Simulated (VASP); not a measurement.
# MgI2 (P-3m1) in VASP: notebook, part 2 of 2

VASP 6.6.1. Earlier steps stand in the parts before.

**4. Single point, PBEsol (33.36 Å³/atom)**

This run uses another cell than the first one, of 33.36 Å³/atom.

INCAR reads:

```
PREC     = Accurate       # precision mode
ENCUT    = 520            # plane-wave cutoff, eV
EDIFF    = 1E-6           # SCF threshold, eV
ISMEAR   = -1             # smearing method
SIGMA    = 0.05           # smearing width, eV
LREAL    = False          # projectors in reciprocal space
LASPH    = True           # aspherical terms in the spheres
NELM     = 60             # most SCF steps
ALGO     = Normal         # electronic algorithm
ISIF     = 2              # what is computed and relaxed
LWAVE    = False          # write WAVECAR
LCHARG   = True           # write CHGCAR
GGA      = PS             # functional
LELF     = True           # ELF
LVHAR    = True         
NBANDS   = 15             # bands
```

KPOINTS reads:

```
Automatic mesh
0
Gamma
  8 8 4
```

POSCAR reads:

```
MgI2
1.0
    4.1122139279      0.0000000000      0.0000000000
   -2.0561069639      3.5612817274      0.0000000000
    0.0000000000      0.0000000000      6.8338241120
I Mg
2 1
Direct
    0.6666666667      0.3333333333      0.7500000000
    0.3333333333      0.6666666667      0.2500000000
    0.0000000000      0.0000000000      0.0000000000
```

Potentials or basis: VASP PAW PBE potentials, release 64 (I, Mg).

Launch:

```
$ cat potpaw_PBE.64/I/POTCAR potpaw_PBE.64/Mg/POTCAR > POTCAR
$ mpirun -np 1 vasp_std > vasp.out
```

OUTCAR:

```text
PREC = Accurate
   ENCUT = 520
   EDIFF = 1E-6
   ISMEAR = -1
   LREAL = False
   LASPH = True
   NELM = 60
   ISIF = 2
   GGA = PS

 ion  position               nearest neighbor table
   1  0.667  0.333  0.750-   3 2.92   3 2.92   3 2.92
   2  0.333  0.667  0.250-   3 2.92   3 2.92   3 2.92
   3  0.000  0.000  0.000-   1 2.92   2 2.92   1 2.92   2 2.92   1 2.92   2 2.92

  LATTYP: Found a hexagonal cell.
 ALAT       =     4.1122139279
 C/A-ratio  =     1.6618357488

  Lattice vectors:

[... 613 lines left out ...]
     11       9.0752      0.00000
     12       9.5466      0.00000
     13      10.0650      0.00000
     14      10.1888      0.00000
     15      11.3391      0.00000

 [... further k-points ...]
[... 5 lines left out ...]
  --------------------------------------------------------------------------------------
  -------------------------------------------------------------------------------------
  Total       -0.0594742     -0.0594742     -0.3502250     -0.0000000      0.0000000      0.0000000
  in kB       -0.9521234     -0.9521234     -5.6067592     -0.0000000      0.0000000      0.0000000
  external PRESSURE =      -2.5036687 kB  Pullay stress =       0.0000000 kB

 VOLUME and BASIS-vectors are now :
 -----------------------------------------------------------------------------
  energy-cutoff  :      520.00
  volume of cell :      100.08
      direct lattice vectors                 reciprocal lattice vectors
     4.112213928  0.000000000  0.000000000     0.243178010  0.140398890  0.000000000
    -2.056106964  3.561281727  0.000000000     0.000000000  0.280797779  0.000000000
     0.000000000  0.000000000  6.833824112     0.000000000  0.000000000  0.146330954

 POSITION                                       TOTAL-FORCE (eV/Angst)
 -----------------------------------------------------------------------------------
      2.05611      1.18709      5.12537         0.000000      0.000000      0.212031
     -0.00000      2.37419      1.70846        -0.000000      0.000000     -0.212031
      0.00000      0.00000      0.00000         0.000000      0.000000      0.000000
 -----------------------------------------------------------------------------------
    total drift:                                0.000000     -0.000000      0.000000

  FREE ENERGIE OF THE ION-ELECTRON SYSTEM (eV)
  ---------------------------------------------------
  free  energy   TOTEN  =        -8.4109190841 eV

  energy  without entropy=       -8.4109190840  energy(sigma->0) =       -8.41091908
```

stdout:

```text
POSCAR found type information on POSCAR I Mg
 POSCAR found :  2 types and       3 ions
 scaLAPACK will be used
 -----------------------------------------------------------------------------
|                                                                             |
|                                                                             |
|     You enforced a specific xc type in the INCAR file but a different       |
|     I HOPE YOU KNOW WHAT YOU ARE DOING!                                     |
|                                                                             |
 -----------------------------------------------------------------------------

 LDA part: xc-table for (Slater+PW92), standard interpolation
 POSCAR, INCAR and KPOINTS ok, starting setup
 FFT: planning ... GRIDC
 FFT: planning ... GRID_SOFT
 FFT: planning ... GRID
 WAVECAR not read
 entering main loop
```

Run time: 71 s. Hardware: 1 thread of Intel Xeon 8259CL, shared host; peak memory 0.25 GiB.

Results:

```yaml
Free_energy: -8.4109 eV
Pressure: -0.3 GPa
Largest_force: 0.212 eV/Å
Band_gap_on_the_k_mesh: 3.44 eV (least direct gap 3.59 eV)
```

Forces in eV/Å, atoms in the order of the input:
```
I    0.000  0.000  0.212
I    0.000  0.000 -0.212
Mg   0.000  0.000  0.000
```

Stress tensor (GPa, compression positive):
```
-0.10  0.00  0.00
 0.00 -0.10  0.00
 0.00  0.00 -0.56
```

Caveat: the PAW data sets were made with another functional, which shifts forces and pressure a little; spin-orbit coupling is left out, which moves the levels of the heavy elements; this functional lacks dispersion, which binds the layers, so the pressure and a relaxed spacing across them are unreliable. A k mesh can miss the band edges.

**5. Single point, PBEsol (34.72 Å³/atom)**

This run uses another cell than the first one, of 34.72 Å³/atom.

INCAR reads:

```
SYSTEM = MgI2
ALGO = Normal ; EDIFF = 1E-6
ENCUT = 520 ; GGA = PS
ISIF = 2 ; ISMEAR = -1
LASPH = .True. ; LCHARG = .False.
LREAL = .False. ; LWAVE = .False.
NBANDS = 15 ; NELM = 100
PREC = Accurate ; SIGMA = 0.05
```

KPOINTS reads:

```
k-points
0
Gamma
  8 8 4
  0 0 0
```

POSCAR reads:

```
MgI2
1.0
    4.1674180176      0.0000000000      0.0000000000
   -2.0837090088      3.6090898714      0.0000000000
    0.0000000000      0.0000000000      6.9255642418
I Mg
2 1
Direct
    0.6666666667      0.3333333333      0.7500000000
    0.3333333333      0.6666666667      0.2500000000
    0.0000000000      0.0000000000      0.0000000000
```

Launch:

```
$ cat potpaw_PBE.64/I/POTCAR potpaw_PBE.64/Mg/POTCAR > POTCAR
$ mpirun -np 1 vasp_std > vasp.out
```

It took 60 s on 1 thread of Intel Xeon 8259CL, shared host; peak memory 0.25 GiB.

It converged, with:

| Item | Value |
| --- | --- |
| Free energy | -8.3898 eV |
| Pressure | -1.4 GPa |
| Largest force | 0.380 eV/Å |
| Band gap on the k mesh | 3.40 eV (least direct gap 3.43 eV) |

Forces in eV/Å, atoms in the order of the input:
```
I    0.000  0.000  0.380
I    0.000  0.000 -0.380
Mg   0.000  0.000  0.000
```

Stress tensor (GPa, compression positive):
```
-1.24  0.00  0.00
 0.00 -1.24  0.00
 0.00  0.00 -1.66
```

Levels at points of the mesh, in eV from the valence-band top:
```csv
k point,band 5,band 6,band 7,band 8,band 9,band 10,band 11,band 12
"(0.00, 0.00, 0.00)",-0.35,-0.02,0.00,0.00,3.43,4.72,6.72,6.72
"(0.50, 0.00, 0.00)",-1.89,-1.26,-0.94,-0.40,3.59,5.16,5.31,6.79
"(0.00, 0.00, 0.50)",-0.24,-0.24,-0.12,-0.12,4.53,4.77,6.53,6.53
"(0.50, 0.00, 0.50)",-1.10,-1.06,-0.81,-0.67,3.40,4.98,5.58,5.91
```

Caveat: the PAW data sets were made with another functional, which shifts forces and pressure a little; spin-orbit coupling is left out, which moves the levels of the heavy elements; this functional lacks dispersion, which binds the layers, so the pressure and a relaxed spacing across them are unreliable. A k mesh can miss the band edges.

**6. Overview**

| cell | gap on the mesh (eV) | pressure (GPa) | largest force (eV/Å) |
| --- | --- | --- | --- |
| a = 4.055, b = 4.055, c = 6.740 Å, angles 90.0, 90.0, 120.0°, 3 atoms | 3.46 | 1.2 | 0.02 |
| a = 4.084, b = 4.084, c = 6.787 Å, angles 90.0, 90.0, 120.0°, 3 atoms | 3.45 | 0.4 | 0.12 |
| a = 4.112, b = 4.112, c = 6.834 Å, angles 90.0, 90.0, 120.0°, 3 atoms | 3.44 | -0.3 | 0.21 |
| a = 4.167, b = 4.167, c = 6.926 Å, angles 90.0, 90.0, 120.0°, 3 atoms | 3.40 | -1.4 | 0.38 |

Alike in all rows: task single point; level PBEsol; potentials or basis VASP PAW PBE potentials, release 64 (I, Mg); no spin polarisation; k mesh 8 × 8 × 4; cutoff (eV) 520; smearing fermi-dirac 0.05 eV.

Caveats: the PAW data sets were made with another functional, which shifts forces and pressure a little; spin-orbit coupling is left out, which moves the levels of the heavy elements; this functional lacks dispersion, which binds the layers, so the pressure and a relaxed spacing across them are unreliable.

Absolute energies hang on the potentials; compare differences alone.
